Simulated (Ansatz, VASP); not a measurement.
## One calculation of B, two programs

```xyz
2
Lattice="2.0444 0.0000 0.0000 0.0000 2.0444 0.0000 0.0000 0.0000 2.3766" Properties=species:S:1:pos:R:3 pbc="T T T"
B     1.0222    1.0222    1.7737
B     1.0222    1.0222    0.6029
```

Alike in both runs: task single point; functional PBE; k mesh 8 × 8 × 8; occupations gaussian, width 0.1 eV; no spin polarisation.

|  | VASP | Ansatz |
| --- | --- | --- |
| version | VASP 6.6.1 | Ansatz 0.2.0 |
| potentials or method | VASP PAW PBE potentials, release 64 (B), cutoff 520 eV | scalar-relativistic, plane waves, PAW |
| valence electrons in the cell | 6 | 6 |

VASP gave:

- gap on the k mesh at the Fermi level (eV): none
- rms of the force components (eV/Å): 2.634

Problem. Which values does Ansatz return?

Solution. gap on the k mesh at the Fermi level (eV): none; rms of the force components (eV/Å): 2.575.

Atom by atom the forces differ by 0.059 eV/Å (rms over components). A gap of «none» marks a metal or a gap that the smearing closes.

The k mesh is coarse, so the values compare programs but aren't converged.
